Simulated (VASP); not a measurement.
# Si8SbO15 (a cell with a defect) in VASP: single point with PBE

Aim: the single point of Si8SbO15 (a cell with a defect) with PBE.

All numbers are computed with VASP 6.6.1; they aren't measurements. Logs are shortened: lines on timing, memory, paths and dates and some standing lists are left out, and cuts for length are marked.

### 1 The cell of the first run

The cell holds a defect, 24 atoms: a = 8.544 Å, b = 8.544 Å, c = 7.061 Å, α = 65.60°, β = 65.60°, γ = 48.81°.

### 2 Single point, PBE, collinear spin, ferromagnetic start

The input, INCAR:

```
PREC = Accurate
ENCUT = 520
EDIFF = 1E-7
ISMEAR = -1
SIGMA = 0.01
LREAL = Auto
LASPH = T
NELM = 150
ALGO = Normal
ISIF = 2
LWAVE = F
LCHARG = F
ISPIN = 2
MAGMOM = 0 0 0 0 0 0 0 0 1 0 0 0 0 0 0 0 0 0 0 0 0 0 0 0
LORBIT = 11
GGA = PE
NBANDS = 86
```

The input, KPOINTS:

```
regular mesh
0
Gamma
  3 3 3
```

The input, POSCAR:

```
Si8SbO15
1.0
    0.0000000000      4.9926472100      6.9339264200
    4.9926472100      0.0000000000      6.9339264200
    4.9926472100      4.9926472100      0.0000000000
Si Sb O
8 1 15
Direct
    0.2889563960      0.2366780304      0.4052648438
    0.7387464990      0.7580215958      0.9508075657
    0.0714106538      0.6914824571      0.1014482596
    0.5713081811      0.1671566344      0.6423989841
    0.4548998321      0.8115178678      0.3612412196
    0.8816627612      0.3518348996      0.9272648374
    0.0061390595     -0.0090936625      0.3197903417
    0.4948281136      0.5192388342      0.7970657703
    0.0518263361      0.1356207175      0.6686764352
    0.6215509370      0.6804145639      0.1730023585
    0.4971360111      0.3435803928      0.7562189008
    0.9917137764      0.8465715763      0.2449013752
    0.4258428563      0.2700348306      0.4741372270
    0.8757879456      0.8020326534      0.9958263388
    0.2363792364      0.8482186529      0.3795116532
    0.6375204570      0.4277000880      0.9641766524
   -0.0328057567      0.2074447697      0.1498573983
    0.5523197978      0.6551522933      0.5749752487
    0.4473900157      0.0249785572      0.2945951752
    0.8931019798      0.5558358316      0.8355744035
    0.2563419364      0.6910037313      0.9059075656
    0.8184944308      0.0591082519      0.5278471758
    0.1596991286      0.4498161364      0.2301199587
    0.5597494155      0.9756502963      0.8193903111
```

Potentials or basis: VASP PAW PBE potentials, release 64 (Si, Sb, O).

On the command line:

```console
cat potpaw_PBE.64/Si/POTCAR potpaw_PBE.64/Sb/POTCAR potpaw_PBE.64/O/POTCAR > POTCAR
mpirun -np 1 vasp_std > vasp.out
```

OUTCAR:

```text
PREC = Accurate
   ENCUT = 520
   EDIFF = 1E-7
   ISMEAR = -1
   LREAL = Auto
   LASPH = T
   NELM = 150
   ISIF = 2
   ISPIN = 2
   LORBIT = 11
   GGA = PE

 ion  position               nearest neighbor table
   1  0.289  0.237  0.405-  23 1.64  13 1.65  19 1.67   9 2.48   5 3.01   4 3.10
   2  0.739  0.758  0.951-  14 1.61  10 1.62  24 1.63  20 1.63   6 2.88   5 2.88   4 2.95   3 3.07

   3  0.071  0.691  0.101-  12 1.61  21 1.61  14 1.62  23 1.62   8 3.01   2 3.07   7 3.15
   4  0.571  0.167  0.642-  22 1.61  11 1.63  13 1.63  24 1.63   2 2.95   1 3.10   7 3.12
   5  0.455  0.812  0.361-  10 1.62  18 1.63  15 1.63  19 1.65   2 2.88   1 3.01   8 3.04   9 3.24

   6  0.882  0.352  0.927-  17 1.64  20 1.65  16 1.66   9 2.43   2 2.88   8 3.00   7 3.06
   7  0.006  0.991  0.320-  22 1.61  12 1.62  15 1.62  17 1.63   6 3.06   4 3.12   3 3.15   9 3.42

   8  0.495  0.519  0.797-  21 1.61  11 1.63  18 1.63  16 1.63   6 3.00   3 3.01   5 3.04
   9  0.052  0.136  0.669-   6 2.43   1 2.48   5 3.24   7 3.42
  10  0.622  0.680  0.173-   5 1.62   2 1.62
  11  0.497  0.344  0.756-   4 1.63   8 1.63
  12  0.992  0.847  0.245-   3 1.61   7 1.62
  13  0.426  0.270  0.474-   4 1.63   1 1.65
  14  0.876  0.802  0.996-   2 1.61   3 1.62
  15  0.236  0.848  0.380-   7 1.62   5 1.63
  16  0.638  0.428  0.964-   8 1.63   6 1.66
  17  0.967  0.207  0.150-   7 1.63   6 1.64
  18  0.552  0.655  0.575-   8 1.63   5 1.63
  19  0.447  0.025  0.295-   5 1.65   1 1.67
  20  0.893  0.556  0.836-   2 1.63   6 1.65
  21  0.256  0.691  0.906-   8 1.61   3 1.61
  22  0.818  0.059  0.528-   7 1.61   4 1.61
  23  0.160  0.450  0.230-   3 1.62   1 1.64
  24  0.560  0.976  0.819-   2 1.63   4 1.63

  LATTYP: Found a body centered tetragonal cell.
 ALAT       =     7.0606693965
 C/A-ratio  =     1.9640988781

  Lattice vectors:

 A1 = (  -4.9926472100,   0.0000000000,   6.9339264200)
 A2 = (   4.9926472100,   0.0000000000,   6.9339264200)
 A3 = (   0.0000000000,   4.9926472100,  -6.9339264200)

Analysis of symmetry for initial positions (statically):
=====================================================================
 Subroutine PRICEL returns:
 Original cell was already a primitive cell.

 Routine SETGRP: Setting up the symmetry group for a
 body centered tetragonal supercell.

 Subroutine GETGRP returns: Found  1 space group operations
 (whereof  1 operations were pure point group operations)
 out of a pool of 16 trial point group operations.

The static configuration has the point symmetry C_1 .

Analysis of symmetry for dynamics (positions and initial velocities):
=====================================================================
 Subroutine PRICEL returns:
 Original cell was already a primitive cell.

 Routine SETGRP: Setting up the symmetry group for a
 body centered tetragonal supercell.

 Subroutine GETGRP returns: Found  1 space group operations
 (whereof  1 operations were pure point group operations)
 out of a pool of 16 trial point group operations.

The dynamic configuration has the point symmetry C_1 .

Analysis of structural, dynamic, and magnetic symmetry:
=====================================================================
 Subroutine PRICEL returns:
 Original cell was already a primitive cell.

 Routine SETGRP: Setting up the symmetry group for a
 body centered tetragonal supercell.

 Subroutine GETGRP returns: Found  1 space group operations
 (whereof  1 operations were pure point group operations)
 out of a pool of 16 trial point group operations.

The overall configuration has the point symmetry C_1 .

 Subroutine INISYM returns: Found  1 space group operations
 (whereof  1 operations are pure point group operations),
 and found     1 'primitive' translations

----------------------------------------------------------------------------------------

                                     Primitive cell

  volume of cell :     345.6774

  direct lattice vectors                    reciprocal lattice vectors
[... 102 lines left out ...]
   k-points           NKPTS =     14   k-points in BZ     NKDIM =     14   number of bands    NBANDS=     86
   number of dos      NEDOS =    301   number of ions     NIONS =     24
   total plane-waves  NPLWV = 221184
   dimension x,y,z NGX =    64 NGY =   64 NGZ =   54
   dimension x,y,z NGXF=   128 NGYF=  128 NGZF=  108
   ions per type =               8   1  15
   NGX,Y,Z   is equivalent  to a cutoff of  12.45, 12.45, 12.71 a.u.
   NGXF,Y,Z  is equivalent  to a cutoff of  24.90, 24.90, 25.43 a.u.
 SYSTEM =  unknown system
   PREC   = accura    normal or accurate (medium, high low for compatibility)
   ISTART =      0    job   : 0-new  1-cont  2-samecut
   ICHARG =      2    charge: 1-file 2-atom 10-const
   ISPIN  =      2    spin polarized calculation?
   LNONCOLLINEAR =      F non collinear calculations
   LSORBIT =      F    spin-orbit coupling
   LASPH  =      T    aspherical Exc in radial PAW
   ENCUT  =  520.0 eV  38.22 Ry    6.18 a.u.  15.89 15.89 13.13*2*pi/ulx,y,z
   NELM   =    150;   NELMIN=  2; NELMDL= -5     # of ELM steps
   EDIFF  = 0.1E-06   stopping-criterion for ELM
   LREAL  =      T    real-space projection
   EDIFFG = 0.1E-05   stopping-criterion for IOM
   NSW    =      0    number of steps for IOM
   IBRION =     -1    ionic relax: 0-MD 1-quasi-New 2-CG
   NFREE  =      0    steps in history (QN), initial steepest desc. (CG)
   ISIF   =      2    stress and relaxation
   ISYM   =      2    0-nonsym 1-usesym 2-fastsym
   POTIM  = 0.5000    time-step for ionic-motion
   TEBEG  =    0.0;   TEEND  =   0.0 temperature during run
   PSTRESS=    0.0 pullay stress
   NELECT =     127.0000    total number of electrons
   NUPDOWN=      -1.0000    fix difference up-down
   EMIN   =  10.00;   EMAX   =-10.00  energy-range for DOS
   EFERMI =   0.00;   METHOD = LEGACY
   ISMEAR =    -1;   SIGMA  =   0.01  broadening in eV -4-tet -1-fermi 0-gaus
   EFERMI_NEDOS =   21; number of points for ismear=-14 and -15
   IALGO  =     38    algorithm
   IMIX   =      4    mixing-type and parameters
     AMIX     =   0.40;   BMIX     =  1.00
     AMIX_MAG =   1.60;   BMIX_MAG =  1.00
  volume/ion in A,a.u.               =      14.40        97.20
  Fermi-wavevector in a.u.,A,eV,Ry     =   1.172517  2.215735 18.705231  1.374796
  Thomas-Fermi vector in A             =   2.308944
   LORBIT       =     11    0 simple, 1 ext, 2 COOP (PROOUT), +10 PAW based schemes
   GGA     = PE    functional components
   LHFCALC =     F    Hartree Fock is set to
   AEXX    =    0.0000 exact exchange contribution
   IVDW    =     0    specifies the selected vdW correction
   LEPSILON=     F    determine dielectric tensor
   LRPA    =     F    only Hartree local field effects (RPA)
 spin polarized calculation
  energy-cutoff  :      520.00
  volume of cell :      345.68
 maximum number of plane-waves:      9334
   NGX = 31   NGY = 31   NGZ = 27

 number of electron     127.0000000 magnetization       1.0000000

 Free energy of the ion-electron system (eV)
  ---------------------------------------------------
  ext. energy  EPLUGINS =         0.00000000
  ---------------------------------------------------
  free energy    TOTEN  =      -181.05293964 eV

  energy without entropy =     -181.05293964  energy(sigma->0) =     -181.05293964

 E-fermi :   3.8629     XC(G=0):  -8.8261

 val. band max:        3.5665776039   @ k =   0.0000   0.0000   0.0000
 cond. band min:       4.2534425328   @ k =   0.3333   0.0000   0.3333
 fundamental gap:      0.6868649289
 Fermi energy:         3.8629375355

 spin component 1

 k-point     1 :       0.0000    0.0000    0.0000
  band No.  band energies     occupation
      1     -18.4911      1.00000
      2     -17.6871      1.00000
      3     -17.6666      1.00000
      4     -17.5903      1.00000
      5     -17.5656      1.00000
      6     -17.4217      1.00000
[... 1081 lines left out ...]
     74      10.1877      0.00000
     75      10.2228      0.00000
 Fermi energy:         3.8629375355

 spin component 2

 k-point     1 :       0.0000    0.0000    0.0000
  band No.  band energies     occupation
      1     -18.4813      1.00000
      2     -17.6758      1.00000
      3     -17.6527      1.00000
      4     -17.5844      1.00000
      5     -17.5577      1.00000
      6     -17.4073      1.00000
[... 1081 lines left out ...]
     74      10.2323      0.00000
     75      10.2847      0.00000
 [bands above 75 left out]

------------------------ aborting loop because EDIFF is reached ----------------------------------------

  FORCE on cell =-STRESS in cart. coord.  units (eV):
  Direction    XX          YY          ZZ          XY          YZ          ZX
  --------------------------------------------------------------------------------------
  -------------------------------------------------------------------------------------
  Total       18.0466785      4.9986608      9.0074866      0.9015347      0.0548333     -5.6851926
  in kB       83.6444019     23.1682518     41.7487257      4.1785156      0.2541466    -26.3502524
  external PRESSURE =      49.5204598 kB  Pullay stress =       0.0000000 kB

 VOLUME and BASIS-vectors are now :
 -----------------------------------------------------------------------------
  energy-cutoff  :      520.00
  volume of cell :      345.68
      direct lattice vectors                 reciprocal lattice vectors
     0.000000000  4.992647210  6.933926420    -0.100147272  0.100147272  0.072109216
     4.992647210  0.000000000  6.933926420     0.100147272 -0.100147272  0.072109216
     4.992647210  4.992647210  0.000000000     0.100147272  0.100147272 -0.072109216

 POSITION                                       TOTAL-FORCE (eV/Angst)
 -----------------------------------------------------------------------------------
      3.20499      3.46600      3.64471         0.016578     -0.015360      0.054615
      8.53158      8.43535     10.37848        -0.008498     -0.019177      0.026370
      3.95882      0.86302      5.28984         0.028022     -0.012012     -0.004064
      4.04183      6.05961      5.12046         0.026862     -0.013855      0.015824
      5.85517      4.07470      8.78125        -0.002684      0.015497     -0.028466
      6.38609      9.03134      8.55298         0.034724      0.037172      0.017715
[... 16 lines left out ...]
      3.39468      1.94623      4.22633         0.003588     -0.005687      0.004744
      8.96200      6.88556     10.64635        -0.003535     -0.000166     -0.012308
 -----------------------------------------------------------------------------------
    total drift:                                0.007615     -0.014735      0.004132

  FREE ENERGIE OF THE ION-ELECTRON SYSTEM (eV)
  ---------------------------------------------------
  free  energy   TOTEN  =      -181.0529396416 eV

  energy  without entropy=     -181.0529396416  energy(sigma->0) =     -181.05293964

 total charge

# of ion       s       p       d       tot
------------------------------------------
    1        0.675   0.921   0.000   1.596
    2        0.657   1.006   0.000   1.663
    3        0.646   1.005   0.000   1.651
    4        0.640   0.984   0.000   1.624
    5        0.646   0.982   0.000   1.628
    6        0.684   0.944   0.000   1.628
[... 16 lines left out ...]
   23        1.549   3.679   0.000   5.228
   24        1.554   3.668   0.000   5.222
--------------------------------------------------
tot         29.742  64.298   0.034  94.074

 magnetization (x)

# of ion       s       p       d       tot
------------------------------------------
    1       -0.004  -0.002   0.000  -0.006
    2       -0.000   0.000   0.000   0.000
    3        0.000   0.000   0.000   0.000
    4       -0.000   0.000   0.000   0.000
    5        0.000   0.000   0.000   0.000
    6       -0.004  -0.003   0.000  -0.007
[... 16 lines left out ...]
   23        0.001   0.011   0.000   0.012
   24        0.000   0.002   0.000   0.002
--------------------------------------------------
tot          0.004   0.425   0.002   0.431
```

It took 16 min on 1 thread of Intel Xeon 6975P-C (Granite Rapids), shared host; peak memory 0.96 GiB.

What came out:

```yaml
Free_energy: -181.0529 eV
Pressure: 5.0 GPa
Largest_force: 0.121 eV/Å
Band_gap_on_the_k_mesh: 0.69 eV
Net_moment: 1.00 μB per cell
Site_moments: Si -0.01, +0.00, -0.00; Sb +0.34; O +0.00, +0.02, +0.01 μB
Valence_electrons_inside_the_program's_atomic_spheres: Si 1.60, 1.66, 1.65, 1.62, 1.63; Sb 2.56; O 5.25, 5.24, 5.21, 5.22, 5.23, 5.19, 5.26
```

Forces on the atoms (eV/Å):
```
Si   0.017 -0.015  0.055
Si  -0.008 -0.019  0.026
Si   0.028 -0.012 -0.004
Si   0.027 -0.014  0.016
Si  -0.003  0.015 -0.028
Si   0.035  0.037  0.018
Si   0.013  0.033 -0.014
Si   0.001 -0.003 -0.012
Sb  -0.080 -0.026 -0.087
O   -0.016  0.007 -0.014
O   -0.003 -0.001  0.008
O   -0.011 -0.001  0.011
O    0.001  0.009  0.005
O   -0.003 -0.005 -0.002
O    0.011 -0.001  0.007
O   -0.005  0.009 -0.006
O   -0.002  0.013 -0.001
O    0.002  0.001  0.007
O   -0.002 -0.001  0.005
O   -0.008 -0.008  0.021
O    0.006 -0.010 -0.001
O    0.002 -0.001 -0.001
O    0.004 -0.006  0.005
O   -0.004  0.000 -0.012
```

Levels at points of the mesh, in eV from the valence-band top:
Spin up:
```tsv
k point	band 62	band 63	band 64	band 65	band 66	band 67
(0.00, 0.00, 0.00)	-1.63	-0.82	0.00	3.11	3.81	4.57
```
Spin down:
```tsv
k point	band 60	band 61	band 62	band 63	band 64	band 65	band 66	band 67
(0.00, 0.00, 0.00)	-3.03	-2.90	-1.50	-0.64	1.03	3.14	3.92	4.84
```

Caveat: spin-orbit coupling is left out, which moves the levels of the heavy elements.
